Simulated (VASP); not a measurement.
# Tc (P6_3/mmc) in VASP: notebook, part 2 of 2

VASP 6.6.1. Earlier steps stand in the parts before.

## Step 4: Single point, LDA (14.01 Å³/atom)

This run uses another cell than the first one, of 14.01 Å³/atom.

INCAR reads:

```
SYSTEM = Tc
  PREC = Accurate
  ENCUT = 520
  EDIFF = 1E-6
  ISMEAR = -1
  SIGMA = 0.08
  LREAL = .False.
  LASPH = .True.
  NELM = 80
  ALGO = Normal
  ISIF = 2
  LWAVE = .False.
  LCHARG = .False.
  NBANDS = 20
```

KPOINTS reads:

```
regular mesh
0
Gamma
  17 17 9
  0 0 0
```

POSCAR reads:

```
Tc
1.0
    2.7216103534      0.0000000000      0.0000000000
   -1.3608051767      2.3569837053      0.0000000000
    0.0000000000      0.0000000000      4.3684823321
Tc
2
Direct
    0.3333333333      0.6666666667      0.2500000000
    0.6666666667      0.3333333333      0.7500000000
```

Potentials or basis: VASP PAW LDA potentials, release 64 (Tc_pv).

Launch:

```sh
$ cat potpaw_LDA.64/Tc_pv/POTCAR > POTCAR
$ mpirun -np 1 vasp_std > vasp.out
```

OUTCAR:

```text
SYSTEM = Tc
   PREC = Accurate
   ENCUT = 520
   EDIFF = 1E-6
   ISMEAR = -1
   LREAL = .False.
   LASPH = .True.
   NELM = 80
   ISIF = 2

 ion  position               nearest neighbor table
   1  0.333  0.667  0.250-   2 2.69   2 2.69   2 2.69   2 2.69   2 2.69   2 2.69
   2  0.667  0.333  0.750-   1 2.69   1 2.69   1 2.69   1 2.69   1 2.69   1 2.69

  LATTYP: Found a hexagonal cell.
 ALAT       =     2.7216103534
 C/A-ratio  =     1.6051093892

  Lattice vectors:

 A1 = (   2.7216103534,   0.0000000000,   0.0000000000)
 A2 = (  -1.3608051767,   2.3569837053,   0.0000000000)
 A3 = (   0.0000000000,   0.0000000000,   4.3684823321)

Analysis of symmetry for initial positions (statically):
=====================================================================
 Subroutine PRICEL returns:
 Original cell was already a primitive cell.

 Routine SETGRP: Setting up the symmetry group for a
 hexagonal supercell.

 Subroutine GETGRP returns: Found 24 space group operations
 (whereof 12 operations were pure point group operations)
 out of a pool of 24 trial point group operations.

[... 154 lines left out ...]

 Free energy of the ion-electron system (eV)
  ---------------------------------------------------
  ext. energy  EPLUGINS =         0.00000000
  ---------------------------------------------------
  free energy    TOTEN  =       -23.48280156 eV

  energy without entropy =      -23.44206836  energy(sigma->0) =      -23.46243496

 E-fermi :  12.8631     XC(G=0): -14.1489

 val. band max:       12.8532068841   @ k =   0.1176   0.0588   0.1111
 cond. band min:      12.8724284614   @ k =   0.3529   0.0588   0.4444
 fundamental gap:      0.0192215773
 Fermi energy:        12.8631260857

 k-point     1 :       0.0000    0.0000    0.0000
  band No.  band energies     occupation
      1     -26.4608      2.00000
      2     -25.2544      2.00000
      3     -25.2544      2.00000
      4     -25.0537      2.00000
      5     -25.0537      2.00000
      6     -25.0158      2.00000
[... 541 lines left out ...]
     19      23.7109      0.00000
     20      27.1978      0.00000

 [... further k-points ...]
[... 5 lines left out ...]
  --------------------------------------------------------------------------------------
  -------------------------------------------------------------------------------------
  Total       -0.8621100     -0.8621100     -1.1621256      0.0000000      0.0000000      0.0000000
  in kB      -49.2901518    -49.2901518    -66.4431998      0.0000000      0.0000000      0.0000000
  external PRESSURE =     -55.0078345 kB  Pullay stress =       0.0000000 kB

 VOLUME and BASIS-vectors are now :
 -----------------------------------------------------------------------------
  energy-cutoff  :      520.00
  volume of cell :       28.02
      direct lattice vectors                 reciprocal lattice vectors
     2.721610353  0.000000000  0.000000000     0.367429525  0.212135535  0.000000000
    -1.360805177  2.356983705  0.000000000     0.000000000  0.424271071  0.000000000
     0.000000000  0.000000000  4.368482332     0.000000000  0.000000000  0.228912452

 POSITION                                       TOTAL-FORCE (eV/Angst)
 -----------------------------------------------------------------------------------
     -0.00000      1.57132      1.09212         0.000000      0.000000      0.000000
      1.36081      0.78566      3.27636        -0.000000     -0.000000      0.000000
 -----------------------------------------------------------------------------------
    total drift:                               -0.000000      0.000000     -0.000000

  FREE ENERGIE OF THE ION-ELECTRON SYSTEM (eV)
  ---------------------------------------------------
  free  energy   TOTEN  =       -23.4828015602 eV

  energy  without entropy=      -23.4420683611  energy(sigma->0) =      -23.46243496
```

OSZICAR:

```text
N       E                     dE             d eps       ncg     rms          rms(c)
DAV:   1     0.312089065545E+03    0.31209E+03   -0.16498E+04  6632   0.137E+03
DAV:   2    -0.172313574794E+02   -0.32932E+03   -0.32204E+03  6992   0.413E+02
DAV:   3    -0.250003442961E+02   -0.77690E+01   -0.77250E+01  7548   0.743E+01
DAV:   4    -0.250474697835E+02   -0.47125E-01   -0.47120E-01  7284   0.636E+00
DAV:   5    -0.250479159102E+02   -0.44613E-03   -0.44612E-03  7536   0.605E-01    0.212E+01
DAV:   6    -0.236609058901E+02    0.13870E+01   -0.25918E+00  7280   0.152E+01    0.656E+00
DAV:   7    -0.234961176378E+02    0.16479E+00   -0.39034E-01  7500   0.549E+00    0.925E-01
DAV:   8    -0.234827259809E+02    0.13392E-01   -0.10946E-02  6844   0.107E+00    0.108E-01
DAV:   9    -0.234827883901E+02   -0.62409E-04   -0.13620E-04  7648   0.986E-02    0.326E-02
DAV:  10    -0.234828015492E+02   -0.13159E-04   -0.13266E-05  7228   0.283E-02    0.642E-03
DAV:  11    -0.234828015602E+02   -0.11042E-07   -0.32439E-07  4440   0.504E-03
   1 F= -.23482802E+02 E0= -.23462435E+02  d E =-.407332E-01
```

stdout:

```text
POSCAR found type information on POSCAR Tc
 POSCAR found :  1 types and       2 ions
 scaLAPACK will be used
 LDA part: xc-table for (Slater(with rela. corr.)+CA(PZ))
 , standard interpolation
 POSCAR, INCAR and KPOINTS ok, starting setup
 FFT: planning ... GRIDC
 FFT: planning ... GRID_SOFT
 FFT: planning ... GRID
 WAVECAR not read
 entering main loop
```

Run time: 66 s. Hardware: 1 thread of Intel Xeon 8259CL, shared host; peak memory 0.18 GiB.

Results:

- Free energy: -23.4828 eV
- Pressure: -5.5 GPa
- Band gap on the k mesh: zero (bands 13 and 14 overlap by 3.14 eV)

Stress tensor (GPa, compression positive):
```
-4.93  0.00  0.00
 0.00 -4.93  0.00
 0.00  0.00 -6.64
```

Levels at points of the mesh, in eV from the Fermi level:
| k point | band 11 | band 12 | band 13 | band 14 | band 15 | band 16 |
| --- | --- | --- | --- | --- | --- | --- |
| (0.00, 0.00, 0.00) | -1.54 | -0.86 | -0.86 | -0.13 | -0.13 | 1.77 |

Caveat: the cell stands under tension.

## Step 5: Single point, LDA (zz strain of -2 %)

INCAR reads:

```
PREC     = Accurate       # precision mode
ENCUT    = 520            # plane-wave cutoff, eV
EDIFF    = 1E-7           # SCF threshold, eV
ISMEAR   = -1             # smearing method
SIGMA    = 0.08           # smearing width, eV
LREAL    = False          # projectors in reciprocal space
LASPH    = True           # aspherical terms in the spheres
NELM     = 100            # most SCF steps
ALGO     = Normal         # electronic algorithm
ISIF     = 2              # what is computed and relaxed
LWAVE    = False          # write WAVECAR
LCHARG   = False          # write CHGCAR
NBANDS   = 20             # bands
```

KPOINTS reads:

```
Automatic mesh
0
Gamma
  17 17 9
```

POSCAR reads:

```
Tc
1.0
    2.7400001704      0.0000000000      0.0000000000
   -1.3700000852      2.3729097540      0.0000000000
    0.0000000000      0.0000000000      4.3100400000
Tc
2
Direct
    0.3333333333      0.6666666667      0.2500000000
    0.6666666667      0.3333333333      0.7500000000
```

Launch:

```sh
$ cat potpaw_LDA.64/Tc_pv/POTCAR > POTCAR
$ mpirun -np 1 vasp_std > vasp.out
```

It took 76 s on 1 thread of Intel Xeon 8259CL, shared host; peak memory 0.18 GiB.

Results (log left out):

```yaml
Free_energy: -23.4783 eV
Pressure: -5.3 GPa
Band_gap_on_the_k_mesh: zero (bands 13 and 14 overlap by 2.99 eV)
```

Stress tensor (GPa, compression positive):
```
-7.18  0.00  0.00
 0.00 -7.18  0.00
 0.00  0.00 -1.63
```

Levels at points of the mesh, in eV from the Fermi level:
| k point | band 10 | band 11 | band 12 | band 13 | band 14 | band 15 | band 16 | band 17 |
| --- | --- | --- | --- | --- | --- | --- | --- | --- |
| (0.00, 0.00, 0.00) | -1.63 | -1.32 | -0.83 | -0.83 | -0.28 | -0.28 | 2.01 | 2.63 |

Caveat: the cell differs from its parent crystal (zz strain of -2 %); the stress differs along the axes, from -7 to -2 GPa.

## Step 6: Summary

| cell | gap on the mesh (eV) | pressure (GPa) |
| --- | --- | --- |
| a = 2.703, b = 2.703, c = 4.339 Å, angles 90.0, 90.0, 120.0°, 2 atoms | none | 1.4 |
| a = 2.685, b = 2.685, c = 4.398 Å, angles 90.0, 90.0, 120.0°, 2 atoms | none | 1.3 |
| a = 2.722, b = 2.722, c = 4.368 Å, angles 90.0, 90.0, 120.0°, 2 atoms | none | -5.5 |
| a = 2.740, b = 2.740, c = 4.310 Å, angles 90.0, 90.0, 120.0°, 2 atoms | none | -5.3 |

Alike in all rows: task single point; level LDA; potentials or basis VASP PAW LDA potentials, release 64 (Tc_pv); no spin polarisation; k mesh 17 × 17 × 9; cutoff (eV) 520; smearing fermi-dirac 0.08 eV.

Caveats: the stress differs along the axes, from -5 to 5 GPa (at least some runs); the cell stands under tension (at least some runs); the stress differs along the axes, from -7 to -2 GPa (at least some runs).

Absolute energies hang on the potentials; compare differences alone.

The gap in the log of VASP goes by the Fermi energy; the results here count the filled bands.